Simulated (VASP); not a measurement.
# Re in VASP: notebook

The runs below take Re through electric field gradients, with PBE.

Program: VASP 6.6.1. These are calculated values, not measurements. Logs are shortened: lines on timing, memory, paths and dates and some standing lists are left out, and cuts for length are marked.

## 1. The cell of the first run

It takes space group I4/mmm (No. 139, tetragonal). Conventional cell: a = 2.737 Å, b = 2.737 Å, c = 3.950 Å, α = 90.00°, β = 90.00°, γ = 90.00°. Within 3.6 Å of Re (site symmetry 4/mmm) lie 12 Re at 2.74 to 2.77 Å.

## 2. Electric field gradients, PBE (equal xx and yy strain of -2 %)

INCAR reads:

```
PREC = Accurate
ENCUT = 520
EDIFF = 1E-8
ISMEAR = -1
SIGMA = 0.03
LREAL = False
LASPH = True
NELM = 100
ALGO = Normal
ISIF = 2
LWAVE = False
LCHARG = False
GGA = PE
LEFG = True
NBANDS = 10
```

KPOINTS reads:

```
regular mesh
0
Gamma
  14 14 14
```

POSCAR reads:

```
Re
1.0
    0.0000000000      1.9355000000      1.9750000000
    1.9355000000      0.0000000000      1.9750000000
    1.9355000000      1.9355000000      0.0000000000
Re
1
Direct
    0.0000000000      0.0000000000      0.0000000000
```

Potentials or basis: VASP PAW PBE potentials, release 64 (Re).

Run with:

```bash
$ cat potpaw_PBE.64/Re/POTCAR > POTCAR
$ mpirun -np 1 vasp_std > vasp.out
```

OUTCAR:

```text
PREC = Accurate
   ENCUT = 520
   EDIFF = 1E-8
   ISMEAR = -1
   LREAL = False
   LASPH = True
   NELM = 100
   ISIF = 2
   GGA = PE

 ion  position               nearest neighbor table
   1  0.000  0.000  0.000-

  LATTYP: Found a body centered tetragonal cell.
 ALAT       =     2.7372103500
 C/A-ratio  =     1.4430750636

  Lattice vectors:

 A1 = (  -1.9355000000,   0.0000000000,   1.9750000000)
 A2 = (   1.9355000000,   0.0000000000,   1.9750000000)
 A3 = (   0.0000000000,   1.9355000000,  -1.9750000000)

Analysis of symmetry for initial positions (statically):
=====================================================================
 Subroutine PRICEL returns:
 Original cell was already a primitive cell.

 Routine SETGRP: Setting up the symmetry group for a
 body centered tetragonal supercell.

 Subroutine GETGRP returns: Found 16 space group operations
 (whereof 16 operations were pure point group operations)
 out of a pool of 16 trial point group operations.

The static configuration has the point symmetry D_4h.

Analysis of symmetry for dynamics (positions and initial velocities):
=====================================================================
 Subroutine PRICEL returns:
 Original cell was already a primitive cell.

 Routine SETGRP: Setting up the symmetry group for a
 body centered tetragonal supercell.

 Subroutine GETGRP returns: Found 16 space group operations
 (whereof 16 operations were pure point group operations)
 out of a pool of 16 trial point group operations.

The dynamic configuration has the point symmetry D_4h.

 Subroutine INISYM returns: Found 16 space group operations
 (whereof 16 operations are pure point group operations),
 and found     1 'primitive' translations

----------------------------------------------------------------------------------------

                                     Primitive cell

  volume of cell :      14.7973

  direct lattice vectors                    reciprocal lattice vectors
     0.000000000  1.935500000  1.975000000    -0.258331181  0.258331181  0.253164557
     1.935500000  0.000000000  1.975000000     0.258331181 -0.258331181  0.253164557
[... 125 lines left out ...]
  ext. energy  EPLUGINS =         0.00000000
  ---------------------------------------------------
  free energy    TOTEN  =       -12.35235882 eV

  energy without entropy =      -12.34887111  energy(sigma->0) =      -12.35061496

 E-fermi :   8.0877     XC(G=0): -13.6990

 val. band max:        8.0866068818   @ k =   0.3571   0.2143   0.0714
 cond. band min:       8.0890997324   @ k =   0.3571   0.0000   0.3571
 fundamental gap:      0.0024928506
 Fermi energy:         8.0877248831

 k-point     1 :       0.0000    0.0000    0.0000
  band No.  band energies     occupation
      1      -2.0101      2.00000
      2       5.9893      2.00000
      3       6.2886      2.00000
      4       6.2886      2.00000
      5       9.1422      0.00000
      6       9.5485      0.00000
      7      21.9946      0.00000
      8      27.1598      0.00000
      9      27.8536      0.00000
     10      27.8536      0.00000
[... 287 lines left out ...]
 k-point    24 :       0.2857    0.1429    0.0000
  band No.  band energies     occupation
      1       0.7899      2.00000
      2       4.4625      2.00000
      3       6.3336      2.00000
      4       7.5604      2.00000
      5       8.9072      0.00000
      6      10.5219      0.00000
      7      23.5633      0.00000
      8      26.5619      0.00000
      9      29.0001      0.00000
     10      29.3160      0.00000

 [... further k-points ...]

------------------------ aborting loop because EDIFF is reached ----------------------------------------

  FORCE on cell =-STRESS in cart. coord.  units (eV):
  Direction    XX          YY          ZZ          XY          YZ          ZX
  --------------------------------------------------------------------------------------
  -------------------------------------------------------------------------------------
  Total        0.5708139      0.5708139      0.1098302      0.0000000      0.0000000      0.0000000
  in kB       61.8047228     61.8047228     11.8918403      0.0000000      0.0000000      0.0000000
  external PRESSURE =      45.1670953 kB  Pullay stress =       0.0000000 kB

 VOLUME and BASIS-vectors are now :
 -----------------------------------------------------------------------------
  energy-cutoff  :      520.00
  volume of cell :       14.80
      direct lattice vectors                 reciprocal lattice vectors
     0.000000000  1.935500000  1.975000000    -0.258331181  0.258331181  0.253164557
     1.935500000  0.000000000  1.975000000     0.258331181 -0.258331181  0.253164557
     1.935500000  1.935500000  0.000000000     0.258331181  0.258331181 -0.253164557

 POSITION                                       TOTAL-FORCE (eV/Angst)
 -----------------------------------------------------------------------------------
      0.00000      0.00000      0.00000         0.000000      0.000000      0.000000
 -----------------------------------------------------------------------------------
    total drift:                                0.000000      0.000000     -0.000000

  FREE ENERGIE OF THE ION-ELECTRON SYSTEM (eV)
  ---------------------------------------------------
  free  energy   TOTEN  =       -12.3523588168 eV

  energy  without entropy=      -12.3488711125  energy(sigma->0) =      -12.35061496

 Electric field gradients (V/A^2)
---------------------------------------------------------------------
 ion       V_xx      V_yy      V_zz      V_xy      V_xz      V_yz
---------------------------------------------------------------------
   1       9.262     9.262   -18.525     0.000    -0.000    -0.000
---------------------------------------------------------------------

 Electric field gradients after diagonalization (V/A^2)
 (convention: |V_zz| > |V_xx| > |V_yy|)
----------------------------------------------------------------------
 ion       V_xx      V_yy      V_zz     asymmetry (V_yy - V_xx)/ V_zz
----------------------------------------------------------------------
   1       9.263     9.262   -18.525       0.000
----------------------------------------------------------------------

           NMR quadrupolar parameters

 Cq : quadrupolar parameter    Cq=e*Q*V_zz/h
 eta: asymmetry parameters     (V_yy - V_xx)/ V_zz
 Q  : nuclear electric quadrupole moment in mb (millibarn)
----------------------------------------------------------------------
 ion       Cq(MHz)       eta       Q (mb)
----------------------------------------------------------------------
   1      -0.045       0.000       1.000
----------------------------------------------------------------------
```

OSZICAR:

```text
N       E                     dE             d eps       ncg     rms          rms(c)
DAV:   1     0.571361186300E+01    0.57136E+01   -0.34545E+03  7692   0.776E+02
DAV:   2    -0.126270406781E+02   -0.18341E+02   -0.16791E+02  7554   0.161E+02
DAV:   3    -0.130508111532E+02   -0.42377E+00   -0.40251E+00  7990   0.414E+01
DAV:   4    -0.130527746769E+02   -0.19635E-02   -0.19620E-02  7992   0.132E+00
DAV:   5    -0.130527776269E+02   -0.29501E-05   -0.29494E-05  7112   0.281E-02    0.299E+01
DAV:   6    -0.125387278434E+02    0.51405E+00   -0.41056E-01  7686   0.172E+01    0.122E+01
DAV:   7    -0.123582744644E+02    0.18045E+00   -0.32244E-01  7750   0.145E+01    0.747E-01
DAV:   8    -0.123527496293E+02    0.55248E-02   -0.28164E-03  7258   0.426E-01    0.133E-01
DAV:   9    -0.123523505313E+02    0.39910E-03   -0.31249E-04  7312   0.164E-01    0.219E-02
DAV:  10    -0.123523589813E+02   -0.84501E-05   -0.19266E-05  6808   0.295E-02    0.308E-03
DAV:  11    -0.123523591803E+02   -0.19896E-06   -0.27207E-07  5846   0.954E-03    0.188E-03
DAV:  12    -0.123523588216E+02    0.35865E-06   -0.39625E-08  5740   0.462E-03    0.266E-04
DAV:  13    -0.123523588356E+02   -0.13938E-07   -0.65146E-10  3440   0.653E-04    0.843E-05
DAV:  14    -0.123523588173E+02    0.18313E-07   -0.35107E-10  3200   0.209E-04    0.967E-05
DAV:  15    -0.123523588168E+02    0.44577E-09   -0.73636E-11  3056   0.388E-04
   1 F= -.12352359E+02 E0= -.12350615E+02  d E =-.348770E-02
```

stdout:

```text
POSCAR found type information on POSCAR Re
 POSCAR found :  1 types and       1 ions
 scaLAPACK will be used
 LDA part: xc-table for (Slater+PW92), standard interpolation
 POSCAR, INCAR and KPOINTS ok, starting setup
 FFT: planning ... GRIDC
 FFT: planning ... GRID_SOFT
 FFT: planning ... GRID
 WAVECAR not read
 entering main loop
ion   1
```

Run time: 23 s. Hardware: 1 thread of Intel Xeon Platinum 8375C at 2.90GHz (Ice Lake), shared host; peak memory 0.16 GiB.

What came out:

```yaml
Free_energy: -12.3524 eV
Pressure: 4.5 GPa
Band_gap_on_the_k_mesh: zero (an odd number of electrons rules out a gap without spin polarisation)
Largest_electric_field_gradient_by_atom: Re -18.5 V/Å²
```

Stress tensor (GPa, compression positive):
```
6.18 0.00 0.00
0.00 6.18 0.00
0.00 0.00 1.19
```

Electric field gradients, principal values (V/Å²):
```tsv
atom	least	middle	greatest (by size)
1 Re	9.262	9.263	-18.525
```

Caveat: the cell differs from its parent crystal (equal xx and yy strain of -2 %); the cell stands under pressure; without QUAD_EFG the Cq values of the log hold for a quadrupole moment of 1 mb, not for the nuclei; spin-orbit coupling is left out, which moves the levels of the heavy elements.

(Continued in part 2 of 2.)
